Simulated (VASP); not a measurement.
# NbTe (P-6m2) in VASP: a series of runs

Aim: see how the results for NbTe move with the level of theory and the settings. Levels: PBE, PBEsol, RPBE. Tasks: single point.

All numbers are computed with VASP 6.6.1; they aren't measurements. Logs are shortened: lines on timing, memory, paths and dates and some standing lists are left out, and cuts for length are marked.

### Step 1. The cell of the first run

It takes space group P-6m2 (No. 187, hexagonal). The conventional cell has a = 3.703 Å, b = 3.703 Å, c = 3.694 Å, α = 90.00°, β = 90.00°, γ = 120.00°. Within 3.8 Å of Te (site symmetry -6m2) lie 6 Nb at 2.83 Å and 8 Te at 3.69 to 3.70 Å. Within 3.8 Å of Nb (site symmetry -6m2) lie 6 Te at 2.83 Å and 8 Nb at 3.69 to 3.70 Å.

### Step 2. Single point, PBE

INCAR reads:

```
ALGO = Normal ; EDIFF = 1E-6
ENCUT = 520 ; GGA = PE
ISIF = 2 ; ISMEAR = 0
LASPH = T ; LCHARG = T
LELF = T ; LREAL = F
LVHAR = T ; LWAVE = F
NBANDS = 16 ; NELM = 100
PREC = Accurate ; SIGMA = 0.011
```

KPOINTS reads:

```
k-points
0
Gamma
  8 8 7
```

POSCAR reads:

```
NbTe
1.0
    3.7029743866      0.0000000000      0.0000000000
   -1.8514871933      3.2068698884      0.0000000000
    0.0000000000      0.0000000000      3.6942110000
Te Nb
1 1
Direct
    0.6666666667      0.3333333333      0.0000000000
    0.0000000000      0.0000000000      0.5000000000
```

Potentials or basis: VASP PAW PBE potentials, release 64 (Te, Nb_sv).

The run is started by

```
$ cat potpaw_PBE.64/Te/POTCAR potpaw_PBE.64/Nb_sv/POTCAR > POTCAR
$ mpirun -np 1 vasp_std > vasp.out
```

OUTCAR:

```text
EDIFF = 1E-6
   ENCUT = 520
   GGA = PE
   ISIF = 2
   ISMEAR = 0
   LASPH = T
   LREAL = F
   NELM = 100
   PREC = Accurate

 ion  position               nearest neighbor table
   1  0.667  0.333  0.000-   2 2.83   2 2.83   2 2.83   2 2.83   2 2.83   2 2.83
   2  0.000  0.000  0.500-   1 2.83   1 2.83   1 2.83   1 2.83   1 2.83   1 2.83

  LATTYP: Found a hexagonal cell.
 ALAT       =     3.7029743866
 C/A-ratio  =     0.9976334196

  Lattice vectors:

 A1 = (   3.7029743866,   0.0000000000,   0.0000000000)
 A2 = (  -1.8514871933,   3.2068698884,   0.0000000000)
 A3 = (   0.0000000000,   0.0000000000,   3.6942110000)

Analysis of symmetry for initial positions (statically):
=====================================================================
 Subroutine PRICEL returns:
 Original cell was already a primitive cell.

 Routine SETGRP: Setting up the symmetry group for a
 hexagonal supercell.

 Subroutine GETGRP returns: Found 12 space group operations
 (whereof 12 operations were pure point group operations)
 out of a pool of 24 trial point group operations.

The static configuration has the point symmetry D_3h.

Analysis of symmetry for dynamics (positions and initial velocities):
=====================================================================
 Subroutine PRICEL returns:
 Original cell was already a primitive cell.

 Routine SETGRP: Setting up the symmetry group for a
 hexagonal supercell.

 Subroutine GETGRP returns: Found 12 space group operations
 (whereof 12 operations were pure point group operations)
 out of a pool of 24 trial point group operations.

The dynamic configuration has the point symmetry D_3h.

 Subroutine INISYM returns: Found 12 space group operations
 (whereof 12 operations are pure point group operations),
 and found     1 'primitive' translations

----------------------------------------------------------------------------------------

                                     Primitive cell

  volume of cell :      43.8686

  direct lattice vectors                    reciprocal lattice vectors
     3.702974387  0.000000000  0.000000000     0.270053178  0.155915275  0.000000000
    -1.851487193  3.206869888  0.000000000     0.000000000  0.311830550  0.000000000
     0.000000000  0.000000000  3.694211000     0.000000000  0.000000000  0.270693796

  length of vectors
     3.702974387  3.702974387  3.694211000     0.311830550  0.311830550  0.270693796

  position of ions in fractional coordinates (direct lattice)
     0.666666667  0.333333333  0.000000000
     0.000000000  0.000000000  0.500000000

  ion indices of the primitive-cell ions
   primitive index   ion index
                 1           1
                 2           2

----------------------------------------------------------------------------------------

 KPOINTS: k-points

Automatic generation of k-mesh.
 Grid dimensions read from file:
 generate k-points for:    8    8    7

 Generating k-lattice:

  Cartesian coordinates                     Fractional coordinates (reciprocal lattice)
     0.033756647  0.019489409  0.000000000     0.125000000  0.000000000  0.000000000
     0.000000000  0.038978819  0.000000000     0.000000000  0.125000000  0.000000000
     0.000000000  0.000000000  0.038670542     0.000000000  0.000000000  0.142857143

  Length of vectors
     0.038978819  0.038978819  0.038670542

  Shift w.r.t. Gamma in fractional coordinates (k-lattice)
     0.000000000  0.000000000  0.000000000

 Subroutine IBZKPT returns following result:
 ===========================================

 Found     40 irreducible k-points:

 Following reciprocal coordinates:
            Coordinates               Weight
  0.000000  0.000000  0.000000      1.000000
  0.125000 -0.000000  0.000000      6.000000
  0.250000 -0.000000  0.000000      6.000000
  0.375000  0.000000  0.000000      6.000000
  0.500000 -0.000000  0.000000      3.000000
  0.125000  0.125000  0.000000      6.000000
[... 16 lines left out ...]
  0.250000 -0.000000  0.285714     12.000000
  0.375000  0.000000  0.285714     12.000000
 [... further k-points ...]
   k-points           NKPTS =     40   k-points in BZ     NKDIM =     40   number of bands    NBANDS=     16
   number of dos      NEDOS =    301   number of ions     NIONS =      2
   total plane-waves  NPLWV =  21952
   dimension x,y,z NGX =    28 NGY =   28 NGZ =   28
   dimension x,y,z NGXF=    56 NGYF=   56 NGZF=   56
   ions per type =               1   1
   NGX,Y,Z   is equivalent  to a cutoff of  12.57, 12.57, 12.60 a.u.
   NGXF,Y,Z  is equivalent  to a cutoff of  25.14, 25.14, 25.20 a.u.
 SYSTEM =  unknown system
   PREC   = accura    normal or accurate (medium, high low for compatibility)
   ISTART =      0    job   : 0-new  1-cont  2-samecut
   ICHARG =      2    charge: 1-file 2-atom 10-const
   ISPIN  =      1    spin polarized calculation?
   LNONCOLLINEAR =      F non collinear calculations
   LSORBIT =      F    spin-orbit coupling
   LASPH  =      T    aspherical Exc in radial PAW
   ENCUT  =  520.0 eV  38.22 Ry    6.18 a.u.   6.89  6.89  6.87*2*pi/ulx,y,z
   NELM   =    100;   NELMIN=  2; NELMDL= -5     # of ELM steps
   EDIFF  = 0.1E-05   stopping-criterion for ELM
   LREAL  =      F    real-space projection
   EDIFFG = 0.1E-04   stopping-criterion for IOM
   NSW    =      0    number of steps for IOM
   IBRION =     -1    ionic relax: 0-MD 1-quasi-New 2-CG
   NFREE  =      0    steps in history (QN), initial steepest desc. (CG)
   ISIF   =      2    stress and relaxation
   ISYM   =      2    0-nonsym 1-usesym 2-fastsym
   POTIM  = 0.5000    time-step for ionic-motion
   TEBEG  =    0.0;   TEEND  =   0.0 temperature during run
   PSTRESS=    0.0 pullay stress
   NELECT =      19.0000    total number of electrons
   NUPDOWN=      -1.0000    fix difference up-down
   EMIN   =  10.00;   EMAX   =-10.00  energy-range for DOS
   EFERMI =   0.00;   METHOD = LEGACY
   ISMEAR =     0;   SIGMA  =   0.01  broadening in eV -4-tet -1-fermi 0-gaus
   EFERMI_NEDOS =   21; number of points for ismear=-14 and -15
   IALGO  =     38    algorithm
   IMIX   =      4    mixing-type and parameters
     AMIX     =   0.40;   BMIX     =  1.00
     AMIX_MAG =   1.60;   BMIX_MAG =  1.00
  volume/ion in A,a.u.               =      21.93       148.02
  Fermi-wavevector in a.u.,A,eV,Ry     =   1.238630  2.340671 20.874103  1.534203
  Thomas-Fermi vector in A             =   2.373147
   LORBIT       =      0    0 simple, 1 ext, 2 COOP (PROOUT), +10 PAW based schemes
   GGA     = PE    functional components
   LHFCALC =     F    Hartree Fock is set to
   AEXX    =    0.0000 exact exchange contribution
   IVDW    =     0    specifies the selected vdW correction
   LEPSILON=     F    determine dielectric tensor
   LRPA    =     F    only Hartree local field effects (RPA)
 non-spin polarized calculation
 Gauss-broadening in eV      SIGMA  =   0.01
  energy-cutoff  :      520.00
  volume of cell :       43.87
 maximum number of plane-waves:      1190
 NGX is ok and might be reduce to    28
   NGX = 13   NGY = 13   NGZ = 13

 number of electron      18.9999998 magnetization

 Free energy of the ion-electron system (eV)
  ---------------------------------------------------
  ext. energy  EPLUGINS =         0.00000000
  ---------------------------------------------------
  free energy    TOTEN  =       -13.63391325 eV

  energy without entropy =      -13.63375695  energy(sigma->0) =      -13.63383510

 E-fermi :  11.0679     XC(G=0): -11.2768

 val. band max:       11.0554535738   @ k =   0.1250  -0.0000   0.2857
 cond. band min:      11.0794835076   @ k =   0.2500   0.1250   0.2857
 fundamental gap:      0.0240299338
 Fermi energy:        11.0679350311

 k-point     1 :       0.0000    0.0000    0.0000
  band No.  band energies     occupation
      1     -44.5605      2.00000
      2     -20.7417      2.00000
      3     -20.5683      2.00000
      4     -20.5683      2.00000
      5      -3.2116      2.00000
      6       7.8785      2.00000
[... 8 lines left out ...]
     15      16.9479      0.00000
     16      18.0386      0.00000

 k-point     2 :       0.1250   -0.0000    0.0000
  band No.  band energies     occupation
      1     -44.5592      2.00000
      2     -20.7385      2.00000
      3     -20.5880      2.00000
      4     -20.5730      2.00000
      5      -3.0238      2.00000
      6       7.0882      2.00000
[... 8 lines left out ...]
     15      16.8236      0.00000
     16      18.8037      0.00000

 k-point     3 :       0.2500   -0.0000    0.0000
  band No.  band energies     occupation
      1     -44.5561      2.00000
      2     -20.7306      2.00000
      3     -20.6352      2.00000
      4     -20.5842      2.00000
      5      -2.5131      2.00000
      6       5.6998      2.00000
[... 8 lines left out ...]
     15      17.8758      0.00000
     16      19.3668      0.00000

 k-point     4 :       0.3750    0.0000    0.0000
  band No.  band energies     occupation
      1     -44.5530      2.00000
      2     -20.7227      2.00000
      3     -20.6818      2.00000
      4     -20.5953      2.00000
      5      -1.8767      2.00000
      6       4.4087      2.00000
[... 8 lines left out ...]
     15      17.4626      0.00000
     16      19.6635      0.00000

 k-point     5 :       0.5000   -0.0000    0.0000
  band No.  band energies     occupation
      1     -44.5517      2.00000
      2     -20.7194      2.00000
      3     -20.7010      2.00000
      4     -20.6000      2.00000
      5      -1.5490      2.00000
      6       3.8457      2.00000
[... 8 lines left out ...]
     15      16.7478      0.00000
     16      19.7744      0.00000

 k-point     6 :       0.1250    0.1250    0.0000
  band No.  band energies     occupation
      1     -44.5570      2.00000
      2     -20.7329      2.00000
      3     -20.6193      2.00000
      4     -20.5830      2.00000
      5      -2.6733      2.00000
      6       6.1582      2.00000
[... 8 lines left out ...]
     15      17.0659      0.00000
     16      19.4701      0.00000

 k-point     7 :       0.2500    0.1250    0.0000
  band No.  band energies     occupation
      1     -44.5539      2.00000
      2     -20.7250      2.00000
      3     -20.6616      2.00000
      4     -20.5988      2.00000
      5      -2.0878      2.00000
      6       4.9922      2.00000
[... 8 lines left out ...]
     15      18.1392      0.00000
     16      19.5679      0.00000

 k-point     8 :       0.3750    0.1250    0.0000
  band No.  band energies     occupation
      1     -44.5517      2.00000
      2     -20.7194      2.00000
      3     -20.6909      2.00000
      4     -20.6102      2.00000
      5      -1.5685      2.00000
      6       4.1259      2.00000
[... 8 lines left out ...]
     15      17.5527      0.00000
     16      19.5617      0.00000

 k-point     9 :       0.2500    0.2500    0.0000
  band No.  band energies     occupation
      1     -44.5517      2.00000
      2     -20.7194      2.00000
      3     -20.6771      2.00000
      4     -20.6242      2.00000
      5      -1.5876      2.00000
      6       4.5204      2.00000
[... 8 lines left out ...]
     15      19.2699      0.00000
     16      19.3056      0.00000
[... 172 lines left out ...]
 k-point    19 :       0.2500    0.2500    0.1429
  band No.  band energies     occupation
      1     -44.5508      2.00000
      2     -20.7380      2.00000
      3     -20.6734      2.00000
      4     -20.6212      2.00000
      5      -1.5155      2.00000
      6       4.7160      2.00000
[... 8 lines left out ...]
     15      17.6322      0.00000
     16      19.4505      0.00000

 k-point    20 :       0.3750    0.2500    0.1429
  band No.  band energies     occupation
      1     -44.5499      2.00000
      2     -20.7354      2.00000
      3     -20.6755      2.00000
      4     -20.6357      2.00000
      5      -1.3007      2.00000
      6       4.5959      2.00000
[... 8 lines left out ...]
     15      18.0514      0.00000
     16      19.0106      0.00000

 k-point    21 :       0.0000    0.0000    0.2857
  band No.  band energies     occupation
      1     -44.5574      2.00000
      2     -20.8109      2.00000
      3     -20.5624      2.00000
      4     -20.5624      2.00000
      5      -2.4902      2.00000
      6       4.9093      2.00000
[... 8 lines left out ...]
     15      18.9736      0.00000
     16      18.9736      0.00000

 k-point    22 :       0.1250   -0.0000    0.2857
  band No.  band energies     occupation
      1     -44.5561      2.00000
      2     -20.8063      2.00000
      3     -20.5810      2.00000
      4     -20.5666      2.00000
      5      -2.3521      2.00000
      6       5.0424      2.00000
[... 8 lines left out ...]
     15      17.6586      0.00000
     16      19.1055      0.00000

 k-point    23 :       0.2500   -0.0000    0.2857
  band No.  band energies     occupation
      1     -44.5530      2.00000
      2     -20.7953      2.00000
      3     -20.6256      2.00000
      4     -20.5768      2.00000
      5      -1.9835      2.00000
      6       5.2820      2.00000
[... 8 lines left out ...]
     15      17.8136      0.00000
     16      19.4992      0.00000

 k-point    24 :       0.3750    0.0000    0.2857
  band No.  band energies     occupation
      1     -44.5500      2.00000
      2     -20.7841      2.00000
      3     -20.6699      2.00000
      4     -20.5870      2.00000
      5      -1.5429      2.00000
      6       4.8052      2.00000
[... 8 lines left out ...]
     15      17.3069      0.00000
     16      19.6404      0.00000

 [... further k-points ...]

------------------------ aborting loop because EDIFF is reached ----------------------------------------

  FORCE on cell =-STRESS in cart. coord.  units (eV):
  Direction    XX          YY          ZZ          XY          YZ          ZX
  --------------------------------------------------------------------------------------
  -------------------------------------------------------------------------------------
  Total       -0.3562022     -0.3562022      0.0243244     -0.0000000      0.0000000      0.0000000
  in kB      -13.0092870    -13.0092870      0.8883812     -0.0000000      0.0000000      0.0000000
  external PRESSURE =      -8.3767309 kB  Pullay stress =       0.0000000 kB

 VOLUME and BASIS-vectors are now :
 -----------------------------------------------------------------------------
  energy-cutoff  :      520.00
  volume of cell :       43.87
      direct lattice vectors                 reciprocal lattice vectors
     3.702974387  0.000000000  0.000000000     0.270053178  0.155915275  0.000000000
    -1.851487193  3.206869888  0.000000000     0.000000000  0.311830550  0.000000000
     0.000000000  0.000000000  3.694211000     0.000000000  0.000000000  0.270693796

 POSITION                                       TOTAL-FORCE (eV/Angst)
 -----------------------------------------------------------------------------------
      1.85149      1.06896      0.00000         0.000000      0.000000      0.000000
      0.00000      0.00000      1.84711        -0.000000     -0.000000      0.000000
 -----------------------------------------------------------------------------------
    total drift:                               -0.000000      0.000000     -0.000000

  FREE ENERGIE OF THE ION-ELECTRON SYSTEM (eV)
  ---------------------------------------------------
  free  energy   TOTEN  =       -13.6339132519 eV

  energy  without entropy=      -13.6337569526  energy(sigma->0) =      -13.63383510
```

Wall time 33 s (1 thread of Intel Xeon 8259CL, shared host); peak memory 0.17 GiB.

What came out:

| Item | Value |
| --- | --- |
| Free energy | -13.6339 eV |
| Pressure | -0.8 GPa |
| Band gap on the k mesh | zero (an odd number of electrons rules out a gap without spin polarisation) |

Stress tensor (GPa, compression positive):
```
-1.30  0.00  0.00
 0.00 -1.30  0.00
 0.00  0.00  0.09
```

Caveat: spin-orbit coupling is left out, which moves the levels of the heavy elements.

(Continued in part 2 of 2.)
